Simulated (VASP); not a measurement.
TiSi2: single point with PBE

Crystal: TiSi2.

```
CELL_PARAMETERS angstrom
1.77175 -7.33906 0.00000
1.77175 7.33906 0.00000
0.00000 0.00000 3.57518
ATOMIC_POSITIONS crystal
Ti 0.89681 0.10319 0.75000
Ti 0.10319 0.89681 0.25000
Si 0.55914 0.44086 0.75000
Si 0.44086 0.55914 0.25000
Si 0.24983 0.75017 0.75000
Si 0.75017 0.24983 0.25000
```

```
Program                : VASP 6.6.1
Task                   : single point
Functional             : PBE
Potentials or basis    : VASP PAW PBE potentials, release 64 (Ti_sv, Si)
Cutoff                 : 520 eV
k mesh                 : 12 × 12 × 12
Occupations            : gaussian, width 0.15 eV
Spin                   : no spin polarisation
Dipole correction      : no
Further INCAR settings : ALGO = Normal; EDIFF = 1e-06; NBANDS = 29
```

```json
{"Pressure": "-7.1 GPa", "Largest force": "0.609 eV/Å", "Band gap on the k mesh": "zero (bands 20 and 21 overlap by 0.81 eV)"}
```

Forces on the atoms (eV/Å):
```
Ti   0.000  0.609  0.000
Ti   0.000 -0.609  0.000
Si   0.000  0.512  0.000
Si   0.000 -0.512  0.000
Si   0.000 -0.024  0.000
Si   0.000  0.024  0.000
```

Stress tensor (GPa, compression positive):
```
 -2.93   0.00   0.00
  0.00 -14.38   0.00
  0.00   0.00  -3.86
```

Levels at points of the mesh, in eV from the Fermi level:
```tsv
k point	band 16	band 17	band 18	band 19	band 20	band 21	band 22	band 23	band 24	band 25
(0.00, 0.00, 0.00)	-2.53	-1.99	-1.84	-1.62	0.51	0.55	0.78	0.82	1.21	1.53
(0.50, 0.00, 0.00)	-2.57	-1.78	-1.35	-0.67	-0.37	-0.28	1.17	1.33	1.65	1.71
(0.50, 0.50, 0.00)	-2.04	-2.03	-1.48	-1.45	0.52	0.70	0.73	0.82	1.02	1.62
(0.00, 0.00, 0.50)	-1.85	-1.73	-1.73	0.01	0.01	0.31	0.31	1.49	1.49	1.62
(0.50, 0.00, 0.50)	-3.76	-3.32	-3.32	-2.23	-2.23	1.37	1.37	1.84	1.84	2.03
(0.50, 0.50, 0.50)	-3.28	-1.70	-1.70	-0.51	-0.51	0.27	0.27	1.59	1.59	2.08
```

Wall time 15 min on 1 thread of AMD EPYC 9R45 96-Core Processor (Zen 5), on a shared host, peak memory 0.72 GiB.

Caveat: the stress differs along the axes, from -14 to -3 GPa.
